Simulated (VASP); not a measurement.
# Al3Cl in VASP: relaxation of the atoms with PBE

Aim: the relaxation of the atoms of Al3Cl with PBE.

Everything below comes from runs of VASP 6.6.1. Logs are shortened: lines on timing, memory, paths and dates and some standing lists are left out, and cuts for length are marked.

### 1 The cell of the first run

The cell holds a slab with vacuum, 4 atoms: a = 2.857 Å, b = 2.857 Å, c = 19.675 Å, α = 90.00°, β = 90.00°, γ = 90.00°.

### 2 Relaxation of the atoms, PBE

Input file INCAR:

```
PREC = Accurate ; ENCUT = 450
EDIFF = 1E-7 ; ISMEAR = 0
SIGMA = 0.1 ; LREAL = False
LASPH = True ; NELM = 120
ALGO = Normal ; ISIF = 2
LWAVE = False ; LCHARG = False
LDIPOL = True ; IDIPOL = 3
DIPOL = 0.5 0.5 0.356 ; GGA = PE
IBRION = 2 ; NSW = 36
EDIFFG = -0.025 ; GGA_COMPAT = False
NELMIN = 4 ; NELMDL = -8
```

Input file KPOINTS:

```
Automatic mesh
0
Gamma
  9 9 1
```

Input file POSCAR:

```
Al3Cl
1.0
    2.8567582918      0.0000000000      0.0000000000
    0.0000000000      2.8567582918      0.0000000000
    0.0000000000      0.0000000000     19.6746954375
Al Cl
3 1
Selective dynamics
Direct
    0.5000000000      0.5000000000      0.2033068320  F F F
    0.0000000000      0.0000000000      0.3092728611  F F F
    0.5000000000      0.5000000000      0.4154928580  F F F
    0.5000000000      1.0000000000      0.4969261701  F F T
```

Potentials or basis: VASP PAW PBE potentials, release 64 (Al, Cl).

Command:

```sh
cat potpaw_PBE.64/Al/POTCAR potpaw_PBE.64/Cl/POTCAR > POTCAR
mpirun -np 1 vasp_std > vasp.out
```

OUTCAR:

```text
PREC = Accurate
   ENCUT = 450
   EDIFF = 1E-7
   ISMEAR = 0
   LREAL = False
   LASPH = True
   NELM = 120
   ISIF = 2
   GGA = PE
   IBRION = 2
   NSW = 36
   EDIFFG = -0.025
   NELMIN = 4
   NELMDL = -8

 ion  position               nearest neighbor table
   1  0.500  0.500  0.203-   2 2.90   2 2.90   2 2.90   2 2.90
   2  0.000  0.000  0.309-   1 2.90   1 2.90   1 2.90   1 2.90   3 2.91   3 2.91   3 2.91   3 2.91

   3  0.500  0.500  0.415-   4 2.15   4 2.15   2 2.91   2 2.91   2 2.91   2 2.91
   4  0.500  0.000  0.497-   3 2.15   3 2.15

  LATTYP: Found a simple tetragonal cell.
 ALAT       =     2.8567582918
 C/A-ratio  =     6.8870703881

  Lattice vectors:

 A1 = (   2.8567582918,   0.0000000000,   0.0000000000)
 A2 = (   0.0000000000,   2.8567582918,   0.0000000000)
 A3 = (   0.0000000000,   0.0000000000,  19.6746954375)

Analysis of symmetry for initial positions (statically):
=====================================================================
 Subroutine PRICEL returns:
 Original cell was already a primitive cell.

 Routine SETGRP: Setting up the symmetry group for a
 simple tetragonal supercell.

 Subroutine GETGRP returns: Found  4 space group operations
 (whereof  4 operations were pure point group operations)
 out of a pool of 16 trial point group operations.

The static configuration has the point symmetry C_2v.

Analysis of symmetry for dynamics (positions and initial velocities):
=====================================================================
 Subroutine PRICEL returns:
 Original cell was already a primitive cell.

 Routine SETGRP: Setting up the symmetry group for a
 simple tetragonal supercell.

 Subroutine GETGRP returns: Found  4 space group operations
 (whereof  4 operations were pure point group operations)
 out of a pool of 16 trial point group operations.

The dynamic configuration has the point symmetry C_2v.

Analysis of constrained symmetry for selective dynamics:
=====================================================================
 Subroutine PRICEL returns:
 Original cell was already a primitive cell.

 Routine SETGRP: Setting up the symmetry group for a
 simple tetragonal supercell.

 Subroutine GETGRP returns: Found  4 space group operations
[... 161 lines left out ...]
  --------------------------------------------------------------------------------------
  -------------------------------------------------------------------------------------
  Total        2.2820823      5.8695834      3.4972883      0.0000000      0.0000000      0.0000000
  in kB       22.7712505     58.5683309     34.8969122      0.0000000      0.0000000      0.0000000
  external PRESSURE =      38.7454979 kB  Pullay stress =       0.0000000 kB
[... 19 lines left out ...]
  FREE ENERGIE OF THE ION-ELECTRON SYSTEM (eV)
  ---------------------------------------------------
  free  energy   TOTEN  =       -13.1508391886 eV

  energy  without entropy=      -13.1431947240  energy(sigma->0) =      -13.14701696

 dipolmoment           0.000000      0.000000     -0.008763 electrons x Angstroem

--------------------------------------- Ionic step        2  -------------------------------------------

 number of electron      15.9999997 magnetization

------------------------ aborting loop because EDIFF is reached ----------------------------------------

 vacuum level on the upper side and lower side of the slab       (xc-potential included)        -0.029        -0.123

  FORCE on cell =-STRESS in cart. coord.  units (eV):
  Direction    XX          YY          ZZ          XY          YZ          ZX
  --------------------------------------------------------------------------------------
  -------------------------------------------------------------------------------------
  Total        2.4590183      4.5444969      0.8351285      0.0000000      0.0000000      0.0000000
  in kB       24.5367669     45.3462507      8.3331438      0.0000000      0.0000000      0.0000000
  external PRESSURE =      26.0720538 kB  Pullay stress =       0.0000000 kB
[... 25 lines left out ...]
--------------------------------------- Ionic step        3  -------------------------------------------

 number of electron      15.9999997 magnetization

 dipolmoment           0.000000      0.000000      0.017912 electrons x Angstroem

 Free energy of the ion-electron system (eV)
  ---------------------------------------------------
  ext. energy  EPLUGINS =         0.00000000
  ---------------------------------------------------
  free energy    TOTEN  =       -13.34973328 eV

  energy without entropy =      -13.34062859  energy(sigma->0) =      -13.34518094

 E-fermi :   0.7526     XC(G=0):  -5.0122

 val. band max:        0.6144002788   @ k =  -0.1111   0.3333   0.0000
 cond. band min:       0.7538475941   @ k =  -0.2222   0.4444   0.0000
 fundamental gap:      0.1394473153
 Fermi energy:         0.7526262620

 k-point     1 :       0.0000    0.0000    0.0000
  band No.  band energies     occupation
      1     -17.0887      2.00000
      2      -9.6723      2.00000
      3      -7.8341      2.00000
      4      -5.6006      2.00000
      5      -2.7001      2.00000
      6      -1.7670      2.00000
      7      -1.2000      2.00000
      8       1.0419      0.00004
      9       3.9601      0.00000
     10       4.9479      0.00000
     11       5.1744      0.00000
     12       5.8639      0.00000
[... 331 lines left out ...]
 k-point    24 :      -0.3333    0.4444    0.0000
  band No.  band energies     occupation
      1     -15.0429      2.00000
      2      -6.5574      2.00000
      3      -4.7936      2.00000
      4      -4.0326      2.00000
      5      -3.7913      2.00000
      6      -2.1918      2.00000
      7      -1.5365      2.00000
      8       0.0612      2.00000
      9       1.4489      0.00000
     10       1.9059      0.00000
     11       3.2361      0.00000
     12       3.6491      0.00000

 [... further k-points ...]

------------------------ aborting loop because EDIFF is reached ----------------------------------------

 vacuum level on the upper side and lower side of the slab       (xc-potential included)         0.085        -0.323

  FORCE on cell =-STRESS in cart. coord.  units (eV):
  Direction    XX          YY          ZZ          XY          YZ          ZX
  --------------------------------------------------------------------------------------
  -------------------------------------------------------------------------------------
  Total        2.5573660      4.0657232     -0.4361681      0.0000000      0.0000000      0.0000000
  in kB       25.5181077     40.5689140     -4.3522065      0.0000000      0.0000000      0.0000000
  external PRESSURE =      20.5782717 kB  Pullay stress =       0.0000000 kB
[... 19 lines left out ...]
  FREE ENERGIE OF THE ION-ELECTRON SYSTEM (eV)
  ---------------------------------------------------
  free  energy   TOTEN  =       -13.3497332837 eV

  energy  without entropy=      -13.3406285905  energy(sigma->0) =      -13.34518094

 reached required accuracy - stopping structural energy minimisation

 vacuum level on the upper side and lower side of the slab         5.125         4.700
```

It took 2.8 min on 1 thread of Intel Xeon Platinum 8175M at 2.50GHz (Skylake/Cascade Lake), shared host; peak memory 0.24 GiB.

What came out:

* Free energy: -13.3497 eV
* Energy gained by relaxing: 49.7 meV/atom
* Ionic steps: 3
* Band gap on the k mesh: zero (bands 8 and 9 overlap by 1.44 eV)

Step by step:
```tsv
step	energy change (eV)	largest force on free atoms (eV/Å)	pressure (GPa)
1	0.0000	2.4057	3.87
2	-0.1775	0.7234	2.61
3	-0.1989	0.0126	2.06
```

Final structure:
```
CELL_PARAMETERS angstrom
2.85676 0.00000 0.00000
0.00000 2.85676 0.00000
0.00000 0.00000 19.67470
ATOMIC_POSITIONS crystal
Al 0.50000 0.50000 0.20331
Al 0.00000 0.00000 0.30927
Al 0.50000 0.50000 0.41549
Cl 0.50000 0.00000 0.50596
```

The gap in the log of VASP goes by the Fermi energy; the results here count the filled bands.